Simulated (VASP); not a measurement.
# Hf (Pm-3m) in VASP: further runs

Hf is run at these levels: PBE; tasks: single point, relaxation of cell and atoms.

All numbers are computed with VASP 6.6.1; they aren't measurements. Logs are shortened: lines on timing, memory, paths and dates and some standing lists are left out, and cuts for length are marked.

## (1) The cell of the first run

Symmetry: Pm-3m, No. 221, cubic system. Conventional cell: a = 2.677 Å, b = 2.677 Å, c = 2.677 Å, α = 90.00°, β = 90.00°, γ = 90.00°. Within 3.5 Å of Hf (site symmetry m-3m) lie 6 Hf at 2.68 Å.

## (2) Single point, PBE

Input file INCAR:

```
ALGO = Normal
EDIFF = 1E-6
ENCUT = 520
GGA = PE
ISIF = 2
ISMEAR = -1
LASPH = True
LCHARG = False
LREAL = False
LWAVE = False
NBANDS = 11
NELM = 100
PREC = Accurate
SIGMA = 0.08
```

Input file KPOINTS:

```
k-points
0
Gamma
  14 14 14
```

Input file POSCAR:

```
Hf
1.0
    2.6766817788      0.0000000000      0.0000000000
    0.0000000000      2.6766817788      0.0000000000
    0.0000000000      0.0000000000      2.6766817788
Hf
1
Direct
    0.0000000000      0.0000000000      0.0000000000
```

Potentials or basis: VASP PAW PBE potentials, release 64 (Hf_pv).

Run with:

```bash
cat potpaw_PBE.64/Hf_pv/POTCAR > POTCAR
mpirun -np 1 vasp_std > vasp.out
```

OUTCAR:

```text
EDIFF = 1E-6
   ENCUT = 520
   GGA = PE
   ISIF = 2
   ISMEAR = -1
   LASPH = True
   LREAL = False
   NELM = 100
   PREC = Accurate

 ion  position               nearest neighbor table
   1  0.000  0.000  0.000-

  LATTYP: Found a simple cubic cell.
 ALAT       =     2.6766817788

  Lattice vectors:

 A1 = (   2.6766817788,   0.0000000000,   0.0000000000)
 A2 = (   0.0000000000,   2.6766817788,   0.0000000000)
 A3 = (   0.0000000000,   0.0000000000,   2.6766817788)

Analysis of symmetry for initial positions (statically):
=====================================================================
 Subroutine PRICEL returns:
 Original cell was already a primitive cell.

 Routine SETGRP: Setting up the symmetry group for a
 simple cubic supercell.

 Subroutine GETGRP returns: Found 48 space group operations
[... 9 lines left out ...]

 Routine SETGRP: Setting up the symmetry group for a
 simple cubic supercell.

 Subroutine GETGRP returns: Found 48 space group operations
[... 11 lines left out ...]
                                     Primitive cell

  volume of cell :      19.1774

  direct lattice vectors                    reciprocal lattice vectors
     2.676681779  0.000000000  0.000000000     0.373596894  0.000000000  0.000000000
     0.000000000  2.676681779  0.000000000     0.000000000  0.373596894  0.000000000
     0.000000000  0.000000000  2.676681779     0.000000000  0.000000000  0.373596894

  length of vectors
     2.676681779  2.676681779  2.676681779     0.373596894  0.373596894  0.373596894

  position of ions in fractional coordinates (direct lattice)
     0.000000000  0.000000000  0.000000000

  ion indices of the primitive-cell ions
   primitive index   ion index
                 1           1

----------------------------------------------------------------------------------------

 KPOINTS: k-points

Automatic generation of k-mesh.
 Grid dimensions read from file:
 generate k-points for:   14   14   14

 Generating k-lattice:

  Cartesian coordinates                     Fractional coordinates (reciprocal lattice)
     0.026685492  0.000000000  0.000000000     0.071428571  0.000000000  0.000000000
     0.000000000  0.026685492  0.000000000     0.000000000  0.071428571  0.000000000
     0.000000000  0.000000000  0.026685492     0.000000000  0.000000000  0.071428571

  Length of vectors
     0.026685492  0.026685492  0.026685492

  Shift w.r.t. Gamma in fractional coordinates (k-lattice)
     0.000000000  0.000000000  0.000000000

 Subroutine IBZKPT returns following result:
 ===========================================

 Found    120 irreducible k-points:

 Following reciprocal coordinates:
            Coordinates               Weight
  0.000000  0.000000  0.000000      1.000000
  0.071429  0.000000  0.000000      6.000000
  0.142857  0.000000  0.000000      6.000000
  0.214286  0.000000  0.000000      6.000000
  0.285714  0.000000  0.000000      6.000000
  0.357143  0.000000  0.000000      6.000000
[... 16 lines left out ...]
  0.285714  0.214286  0.000000     24.000000
  0.357143  0.214286  0.000000     24.000000
 [... further k-points ...]
   k-points           NKPTS =    120   k-points in BZ     NKDIM =    120   number of bands    NBANDS=     11
   number of dos      NEDOS =    301   number of ions     NIONS =      1
   total plane-waves  NPLWV =   8000
   dimension x,y,z NGX =    20 NGY =   20 NGZ =   20
   dimension x,y,z NGXF=    40 NGYF=   40 NGZF=   40
   ions per type =               1
   NGX,Y,Z   is equivalent  to a cutoff of  12.42, 12.42, 12.42 a.u.
   NGXF,Y,Z  is equivalent  to a cutoff of  24.84, 24.84, 24.84 a.u.
 SYSTEM =  unknown system
   PREC   = accura    normal or accurate (medium, high low for compatibility)
   ISTART =      0    job   : 0-new  1-cont  2-samecut
   ICHARG =      2    charge: 1-file 2-atom 10-const
   ISPIN  =      1    spin polarized calculation?
   LNONCOLLINEAR =      F non collinear calculations
   LSORBIT =      F    spin-orbit coupling
   LASPH  =      T    aspherical Exc in radial PAW
   ENCUT  =  520.0 eV  38.22 Ry    6.18 a.u.   4.98  4.98  4.98*2*pi/ulx,y,z
   NELM   =    100;   NELMIN=  2; NELMDL= -5     # of ELM steps
   EDIFF  = 0.1E-05   stopping-criterion for ELM
   LREAL  =      F    real-space projection
   EDIFFG = 0.1E-04   stopping-criterion for IOM
   NSW    =      0    number of steps for IOM
   IBRION =     -1    ionic relax: 0-MD 1-quasi-New 2-CG
   NFREE  =      0    steps in history (QN), initial steepest desc. (CG)
   ISIF   =      2    stress and relaxation
   ISYM   =      2    0-nonsym 1-usesym 2-fastsym
   POTIM  = 0.5000    time-step for ionic-motion
   TEBEG  =    0.0;   TEEND  =   0.0 temperature during run
   PSTRESS=    0.0 pullay stress
   NELECT =      10.0000    total number of electrons
   NUPDOWN=      -1.0000    fix difference up-down
   EMIN   =  10.00;   EMAX   =-10.00  energy-range for DOS
   EFERMI =   0.00;   METHOD = LEGACY
   ISMEAR =    -1;   SIGMA  =   0.08  broadening in eV -4-tet -1-fermi 0-gaus
   EFERMI_NEDOS =   21; number of points for ismear=-14 and -15
   IALGO  =     38    algorithm
   IMIX   =      4    mixing-type and parameters
     AMIX     =   0.40;   BMIX     =  1.00
     AMIX_MAG =   1.60;   BMIX_MAG =  1.00
  volume/ion in A,a.u.               =      19.18       129.42
  Fermi-wavevector in a.u.,A,eV,Ry     =   1.317684  2.490063 23.623691  1.736292
  Thomas-Fermi vector in A             =   2.447708
   LORBIT       =      0    0 simple, 1 ext, 2 COOP (PROOUT), +10 PAW based schemes
   GGA     = PE    functional components
   LHFCALC =     F    Hartree Fock is set to
   AEXX    =    0.0000 exact exchange contribution
   IVDW    =     0    specifies the selected vdW correction
   LEPSILON=     F    determine dielectric tensor
   LRPA    =     F    only Hartree local field effects (RPA)
 non-spin polarized calculation
  energy-cutoff  :      520.00
  volume of cell :       19.18
 maximum number of plane-waves:       552
 NGX is ok and might be reduce to    20
   NGX =  9   NGY =  9   NGZ =  9

 number of electron      10.0000000 magnetization

 number of electron       9.9999999 magnetization

 Free energy of the ion-electron system (eV)
  ---------------------------------------------------
  ext. energy  EPLUGINS =         0.00000000
  ---------------------------------------------------
  free energy    TOTEN  =        -8.44512814 eV

  energy without entropy =       -8.41782686  energy(sigma->0) =       -8.43147750

 E-fermi :   5.5781     XC(G=0): -11.9093

 val. band max:        5.5477032971   @ k =   0.4286   0.1429   0.0000
 cond. band min:       5.5899116492   @ k =   0.5000   0.1429   0.0714
 fundamental gap:      0.0422083522
 Fermi energy:         5.5781215699

 k-point     1 :       0.0000    0.0000    0.0000
  band No.  band energies     occupation
      1     -23.5736      2.00000
      2     -23.5736      2.00000
      3     -23.5736      2.00000
      4      -1.6168      2.00000
      5       3.4433      2.00000
      6       3.4433      2.00000
      7      14.0240      0.00000
      8      14.0240      0.00000
      9      14.0240      0.00000
     10      19.3972      0.00000
     11      20.9828      0.00000

 k-point     2 :       0.0714    0.0000    0.0000
  band No.  band energies     occupation
      1     -23.6825      2.00000
      2     -23.5646      2.00000
      3     -23.5646      2.00000
      4      -1.4369      2.00000
      5       3.4952      2.00000
      6       3.6422      2.00000
      7      13.6028      0.00000
      8      13.6028      0.00000
      9      14.0500      0.00000
     10      19.3883      0.00000
     11      20.1250      0.00000

 k-point     3 :       0.1429    0.0000    0.0000
  band No.  band energies     occupation
      1     -23.9788      2.00000
      2     -23.5393      2.00000
      3     -23.5393      2.00000
      4      -0.9437      2.00000
      5       3.6445      2.00000
      6       4.2144      2.00000
      7      12.6360      0.00000
      8      12.6360      0.00000
      9      14.1236      0.00000
     10      18.4851      0.00000
     11      19.4186      0.00000

 k-point     4 :       0.2143    0.0000    0.0000
  band No.  band energies     occupation
      1     -24.3865      2.00000
      2     -23.5025      2.00000
      3     -23.5025      2.00000
      4      -0.2435      2.00000
      5       3.8711      2.00000
      6       5.0449      1.99745
      7      11.5462      0.00000
      8      11.5462      0.00000
      9      14.2321      0.00000
     10      17.0635      0.00000
     11      19.4110      0.00000

 k-point     5 :       0.2857    0.0000    0.0000
  band No.  band energies     occupation
      1     -24.8145      2.00000
      2     -23.4614      2.00000
      3     -23.4614      2.00000
      4       0.5566      2.00000
      5       4.1402      2.00000
      6       5.8467      0.06731
      7      10.5667      0.00000
      8      10.5667      0.00000
      9      14.3557      0.00000
     10      16.2977      0.00000
     11      19.4100      0.00000
[... 211 lines left out ...]
 k-point    21 :       0.5000    0.1429    0.0000
  band No.  band energies     occupation
      1     -25.4553      2.00000
      2     -23.7664      2.00000
      3     -23.3563      2.00000
      4       3.0788      2.00000
      5       4.7013      1.99997
      6       5.4634      1.61505
      7       9.3552      0.00000
      8       9.8747      0.00000
      9      13.4502      0.00000
     10      18.3662      0.00000
     11      19.4162      0.00000

 k-point    22 :       0.2143    0.2143    0.0000
  band No.  band energies     occupation
      1     -24.3326      2.00000
      2     -24.2583      2.00000
      3     -23.4331      2.00000
      4       1.0505      2.00000
      5       4.7132      1.99996
      6       6.1306      0.00200
      7       9.0831      0.00000
      8      11.5446      0.00000
      9      12.2671      0.00000
     10      19.0199      0.00000
     11      19.3176      0.00000

 k-point    23 :       0.2857    0.2143    0.0000
  band No.  band energies     occupation
      1     -24.7170      2.00000
      2     -24.2399      2.00000
      3     -23.3929      2.00000
      4       1.7437      2.00000
      5       4.7953      1.99989
      6       6.7411      0.00000
      7       8.8358      0.00000
      8      10.8566      0.00000
      9      12.1923      0.00000
     10      18.0075      0.00000
     11      19.3887      0.00000

 k-point    24 :       0.3571    0.2143    0.0000
  band No.  band energies     occupation
      1     -25.0742      2.00000
      2     -24.1936      2.00000
      3     -23.3564      2.00000
      4       2.4293      2.00000
      5       4.6174      1.99999
      6       6.7201      0.00000
      7       9.5592      0.00000
      8      10.1609      0.00000
      9      12.3226      0.00000
     10      17.5151      0.00000
     11      19.3990      0.00000

 [... further k-points ...]
[... 5 lines left out ...]
  --------------------------------------------------------------------------------------
  -------------------------------------------------------------------------------------
  Total        3.5166725      3.5166725      3.5166725      0.0000000      0.0000000     -0.0000000
  in kB      293.8003299    293.8003299    293.8003299      0.0000000      0.0000000     -0.0000000
  external PRESSURE =     293.8003299 kB  Pullay stress =       0.0000000 kB

 VOLUME and BASIS-vectors are now :
 -----------------------------------------------------------------------------
  energy-cutoff  :      520.00
  volume of cell :       19.18
      direct lattice vectors                 reciprocal lattice vectors
     2.676681779  0.000000000  0.000000000     0.373596894  0.000000000  0.000000000
     0.000000000  2.676681779  0.000000000     0.000000000  0.373596894  0.000000000
     0.000000000  0.000000000  2.676681779     0.000000000  0.000000000  0.373596894

 POSITION                                       TOTAL-FORCE (eV/Angst)
 -----------------------------------------------------------------------------------
      0.00000      0.00000      0.00000         0.000000      0.000000      0.000000
 -----------------------------------------------------------------------------------
    total drift:                               -0.000000      0.000000     -0.000000

  FREE ENERGIE OF THE ION-ELECTRON SYSTEM (eV)
  ---------------------------------------------------
  free  energy   TOTEN  =        -8.4451281400 eV

  energy  without entropy=       -8.4178268607  energy(sigma->0) =       -8.43147750
```

Run time: 19 s. Hardware: 1 thread of AMD EPYC 7R43 (Zen 3), shared host; peak memory 0.1 GiB.

Results:

```yaml
Free_energy: -8.4451 eV
Pressure: 29.4 GPa
Band_gap_on_the_k_mesh: zero (band 5 reaches 6.49 eV, above the bottom of band 6 at 3.40 eV)
```

Levels at points of the mesh, in eV from the Fermi level:
```csv
k point,band 3,band 4,band 5,band 6,band 7,band 8
"(0.00, 0.00, 0.00)",-29.15,-7.19,-2.13,-2.13,8.45,8.45
"(0.50, 0.00, 0.00)",-28.97,-3.25,-0.91,0.44,3.60,3.60
"(0.50, 0.50, 0.00)",-28.79,-4.22,-0.50,4.66,4.66,6.16
"(0.50, 0.50, 0.50)",-30.52,-2.17,-2.17,-2.17,6.88,12.00
```

Caveat: spin-orbit coupling is left out, which moves the levels of the heavy elements.

(Part 1 of 3 ends here.)
